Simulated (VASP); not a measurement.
# Sn (Fd-3m) in VASP: a series of runs

Sn is run at these levels: PBE; tasks: single point, relaxation of cell and atoms.

Everything below comes from runs of VASP 6.6.1. Logs are shortened: lines on timing, memory, paths and dates and some standing lists are left out, and cuts for length are marked.

### 1 The cell of the first run

It takes space group Fd-3m (No. 227, cubic). Conventional cell: a = 6.656 Å, b = 6.656 Å, c = 6.656 Å, α = 90.00°, β = 90.00°, γ = 90.00°. Within 3.8 Å of Sn (site symmetry -43m) lie 4 Sn at 2.88 Å.

This isn't the form of Sn at room conditions, which is tetragonal (white tin).

### 2 Single point, PBE

INCAR reads:

```
SYSTEM = Sn
PREC     = Accurate       ! precision mode
ENCUT    = 520            ! plane-wave cutoff, eV
EDIFF    = 1E-6           ! SCF threshold, eV
ISMEAR   = 0              ! smearing method
SIGMA    = 0.05           ! smearing width, eV
LREAL    = .FALSE.        ! projectors in reciprocal space
LASPH    = .TRUE.         ! aspherical terms in the spheres
NELM     = 60             ! most SCF steps
ALGO     = Normal         ! electronic algorithm
ISIF     = 2              ! what is computed and relaxed
LWAVE    = .FALSE.        ! write WAVECAR
LCHARG   = .FALSE.        ! write CHGCAR
GGA      = PE             ! functional
NBANDS   = 21             ! bands
```

KPOINTS reads:

```
Automatic mesh
0
G
  10 10 10
  0 0 0
```

POSCAR reads:

```
Sn
1.0
    0.0000000000      3.3280625529      3.3280625529
    3.3280625529      0.0000000000      3.3280625529
    3.3280625529      3.3280625529      0.0000000000
Sn
2
Direct
    0.0000000000      0.0000000000      0.0000000000
    0.2500000000      0.2500000000      0.2500000000
```

Potentials or basis: VASP PAW PBE potentials, release 64 (Sn_d).

The run is started by

```
> cat potpaw_PBE.64/Sn_d/POTCAR > POTCAR
> mpirun -np 1 vasp_std > vasp.out
```

OUTCAR:

```text
SYSTEM = Sn
   PREC = Accurate
   ENCUT = 520
   EDIFF = 1E-6
   ISMEAR = 0
   LREAL = .FALSE.
   LASPH = .TRUE.
   NELM = 60
   ISIF = 2
   GGA = PE

 ion  position               nearest neighbor table
   1  0.000  0.000  0.000-   2 2.88   2 2.88   2 2.88   2 2.88
   2  0.250  0.250  0.250-   1 2.88   1 2.88   1 2.88   1 2.88

  LATTYP: Found a face centered cubic cell.
 ALAT       =     6.6561251058

  Lattice vectors:

 A1 = (   0.0000000000,   3.3280625529,   3.3280625529)
 A2 = (   3.3280625529,   0.0000000000,   3.3280625529)
 A3 = (   3.3280625529,   3.3280625529,   0.0000000000)

Analysis of symmetry for initial positions (statically):
=====================================================================
 Subroutine PRICEL returns:
 Original cell was already a primitive cell.

 Routine SETGRP: Setting up the symmetry group for a
 face centered cubic supercell.

 Subroutine GETGRP returns: Found 48 space group operations
 (whereof 24 operations were pure point group operations)
 out of a pool of 48 trial point group operations.

The static configuration has the point symmetry T_d .
 The point group associated with its full space group is O_h .

Analysis of symmetry for dynamics (positions and initial velocities):
=====================================================================
 Subroutine PRICEL returns:
 Original cell was already a primitive cell.

 Routine SETGRP: Setting up the symmetry group for a
 face centered cubic supercell.

 Subroutine GETGRP returns: Found 48 space group operations
 (whereof 24 operations were pure point group operations)
 out of a pool of 48 trial point group operations.

The dynamic configuration has the point symmetry T_d .
 The point group associated with its full space group is O_h .

 Subroutine INISYM returns: Found 48 space group operations
 (whereof 24 operations are pure point group operations),
 and found     1 'primitive' translations

----------------------------------------------------------------------------------------

                                     Primitive cell

  volume of cell :      73.7232

  direct lattice vectors                    reciprocal lattice vectors
     0.000000000  3.328062553  3.328062553    -0.150237561  0.150237561  0.150237561
     3.328062553  0.000000000  3.328062553     0.150237561 -0.150237561  0.150237561
     3.328062553  3.328062553  0.000000000     0.150237561  0.150237561 -0.150237561

[... 73 lines left out ...]
 SYSTEM =  Sn
   PREC   = accura    normal or accurate (medium, high low for compatibility)
   ISTART =      0    job   : 0-new  1-cont  2-samecut
   ICHARG =      2    charge: 1-file 2-atom 10-const
   ISPIN  =      1    spin polarized calculation?
   LNONCOLLINEAR =      F non collinear calculations
   LSORBIT =      F    spin-orbit coupling
   LASPH  =      T    aspherical Exc in radial PAW
   ENCUT  =  520.0 eV  38.22 Ry    6.18 a.u.   8.75  8.75  8.75*2*pi/ulx,y,z
   NELM   =     60;   NELMIN=  2; NELMDL= -5     # of ELM steps
   EDIFF  = 0.1E-05   stopping-criterion for ELM
   LREAL  =      F    real-space projection
   EDIFFG = 0.1E-04   stopping-criterion for IOM
   NSW    =      0    number of steps for IOM
   IBRION =     -1    ionic relax: 0-MD 1-quasi-New 2-CG
   NFREE  =      0    steps in history (QN), initial steepest desc. (CG)
   ISIF   =      2    stress and relaxation
   ISYM   =      2    0-nonsym 1-usesym 2-fastsym
   POTIM  = 0.5000    time-step for ionic-motion
   TEBEG  =    0.0;   TEEND  =   0.0 temperature during run
   PSTRESS=    0.0 pullay stress
   NELECT =      28.0000    total number of electrons
   NUPDOWN=      -1.0000    fix difference up-down
   EMIN   =  10.00;   EMAX   =-10.00  energy-range for DOS
   EFERMI =   0.00;   METHOD = LEGACY
   ISMEAR =     0;   SIGMA  =   0.05  broadening in eV -4-tet -1-fermi 0-gaus
   EFERMI_NEDOS =   21; number of points for ismear=-14 and -15
   IALGO  =     38    algorithm
   IMIX   =      4    mixing-type and parameters
     AMIX     =   0.40;   BMIX     =  1.00
     AMIX_MAG =   1.60;   BMIX_MAG =  1.00
  volume/ion in A,a.u.               =      36.86       248.75
  Fermi-wavevector in a.u.,A,eV,Ry     =   1.185567  2.240396 19.123922  1.405569
  Thomas-Fermi vector in A             =   2.321758
   LORBIT       =      0    0 simple, 1 ext, 2 COOP (PROOUT), +10 PAW based schemes
   GGA     = PE    functional components
   LHFCALC =     F    Hartree Fock is set to
   AEXX    =    0.0000 exact exchange contribution
   IVDW    =     0    specifies the selected vdW correction
   LEPSILON=     F    determine dielectric tensor
   LRPA    =     F    only Hartree local field effects (RPA)
 non-spin polarized calculation
 Gauss-broadening in eV      SIGMA  =   0.05
  energy-cutoff  :      520.00
  volume of cell :       73.72
 maximum number of plane-waves:      2012
   NGX = 17   NGY = 17   NGZ = 17

 number of electron      28.0000008 magnetization

 Free energy of the ion-electron system (eV)
  ---------------------------------------------------
  ext. energy  EPLUGINS =         0.00000000
  ---------------------------------------------------
  free energy    TOTEN  =        -7.69054700 eV

  energy without entropy =       -7.68972286  energy(sigma->0) =       -7.69013493

 E-fermi :   4.7968     XC(G=0):  -8.5479

 val. band max:        4.7840433185   @ k =   0.4000   0.0000   0.0000
 cond. band min:       4.9546417919   @ k =   0.0000   0.0000   0.0000
 fundamental gap:      0.1705984733
 Fermi energy:         4.7968432586

 k-point     1 :       0.0000    0.0000    0.0000
  band No.  band energies     occupation
      1     -16.6832      2.00000
      2     -16.6832      2.00000
      3     -16.6832      2.00000
      4     -16.6334      2.00000
      5     -16.6334      2.00000
      6     -16.3814      2.00000
[... 565 lines left out ...]
     20      13.8272      0.00000
     21      14.0609      0.00000

 [... further k-points ...]
[... 5 lines left out ...]
  --------------------------------------------------------------------------------------
  -------------------------------------------------------------------------------------
  Total       -0.0201716     -0.0201716     -0.0201716      0.0000000      0.0000000     -0.0000000
  in kB       -0.4383757     -0.4383757     -0.4383757      0.0000000      0.0000000     -0.0000000
  external PRESSURE =      -0.4383757 kB  Pullay stress =       0.0000000 kB

 VOLUME and BASIS-vectors are now :
 -----------------------------------------------------------------------------
  energy-cutoff  :      520.00
  volume of cell :       73.72
      direct lattice vectors                 reciprocal lattice vectors
     0.000000000  3.328062553  3.328062553    -0.150237561  0.150237561  0.150237561
     3.328062553  0.000000000  3.328062553     0.150237561 -0.150237561  0.150237561
     3.328062553  3.328062553  0.000000000     0.150237561  0.150237561 -0.150237561

 POSITION                                       TOTAL-FORCE (eV/Angst)
 -----------------------------------------------------------------------------------
      0.00000      0.00000      0.00000         0.000000      0.000000      0.000000
      1.66403      1.66403      1.66403        -0.000000     -0.000000     -0.000000
 -----------------------------------------------------------------------------------
    total drift:                                0.000000      0.000000      0.000000

  FREE ENERGIE OF THE ION-ELECTRON SYSTEM (eV)
  ---------------------------------------------------
  free  energy   TOTEN  =        -7.6905469955 eV

  energy  without entropy=       -7.6897228587  energy(sigma->0) =       -7.69013493
```

stdout:

```text
POSCAR found type information on POSCAR Sn
 POSCAR found :  1 types and       2 ions
 scaLAPACK will be used
 LDA part: xc-table for (Slater+PW92), standard interpolation
 POSCAR, INCAR and KPOINTS ok, starting setup
 FFT: planning ... GRIDC
 FFT: planning ... GRID_SOFT
 FFT: planning ... GRID
 WAVECAR not read
 entering main loop
```

It took 95 s on 1 thread of Intel Xeon 8259CL, shared host; peak memory 0.23 GiB.

Results:

```yaml
Free_energy: -7.6905 eV
Pressure: 0.0 GPa
Band_gap_on_the_k_mesh: zero (bands 14 and 15 overlap by 0.23 eV)
```

Caveat: spin-orbit coupling is left out, which moves the levels of the heavy elements.

### 3 Relaxation of cell and atoms, PBE

This run uses another cell than the first one, of 36.76 Å³/atom.

INCAR reads:

```
SYSTEM = Sn
PREC     = Accurate       ! precision mode
ENCUT    = 600            ! plane-wave cutoff, eV
EDIFF    = 1E-6           ! SCF threshold, eV
ISMEAR   = 0              ! smearing method
SIGMA    = 0.05           ! smearing width, eV
LREAL    = .FALSE.        ! projectors in reciprocal space
LASPH    = .TRUE.         ! aspherical terms in the spheres
NELM     = 80             ! most SCF steps
ALGO     = Normal         ! electronic algorithm
ISIF     = 3              ! what is computed and relaxed
LWAVE    = .FALSE.        ! write WAVECAR
LCHARG   = .FALSE.        ! write CHGCAR
GGA      = PE             ! functional
IBRION   = 2              ! ionic algorithm
NSW      = 80             ! ionic steps
EDIFFG   = -0.003         ! ionic threshold
```

KPOINTS is that of step 2.

POSCAR reads:

```
Sn
1.0
    0.0000000000      3.3250000000      3.3250000000
    3.3250000000      0.0000000000      3.3250000000
    3.3250000000      3.3250000000      0.0000000000
Sn
2
Direct
    0.0000000000      0.0000000000      0.0000000000
    0.2500000000      0.2500000000      0.2500000000
```

Potentials or basis: VASP PAW PBE potentials, release 64 (Sn_d).

The run is started by

```
> cat potpaw_PBE.64/Sn_d/POTCAR > POTCAR
> mpirun -np 1 vasp_std > vasp.out
```

It took 3.8 min on 1 thread of Intel Xeon 8259CL, shared host; peak memory 0.27 GiB.

The run converged. Its results:

| Quantity | Value |
| --- | --- |
| Free energy | -7.6906 eV |
| Relaxed volume | 36.84 Å³/atom |
| Relaxed cell | a = 4.706 Å, b = 4.706 Å, c = 4.706 Å, α = 60.00°, β = 60.00°, γ = 60.00° |
| Space group after relaxing (to 0.1 Å) | Fd-3m (No. 227) |
| Energy gained by relaxing | 0.0 meV/atom |
| Ionic steps | 3 |
| Pressure after relaxing | 0.0 GPa |
| Band gap on the k mesh | zero (bands 14 and 15 overlap by 0.23 eV) |

Final structure:
```
CELL_PARAMETERS angstrom
0.00000 3.32753 3.32753
3.32753 0.00000 3.32753
3.32753 3.32753 0.00000
ATOMIC_POSITIONS crystal
Sn 0.00000 0.00000 0.00000
Sn 0.25000 0.25000 0.25000
```

Levels at points of the mesh, in eV from the Fermi level:
```csv
k point,band 12,band 13,band 14,band 15,band 16,band 17
"(0.00, 0.00, 0.00)",-1.08,0.16,0.16,0.16,2.22,2.22
"(0.50, 0.00, 0.00)",-5.96,-0.94,-0.94,-0.07,3.27,3.27
"(0.50, 0.50, 0.00)",-7.20,-2.15,-2.15,0.97,0.97,7.32
```

Caveat: spin-orbit coupling is left out, which moves the levels of the heavy elements.

The gap in the log of VASP goes by the Fermi energy; the results here count the filled bands.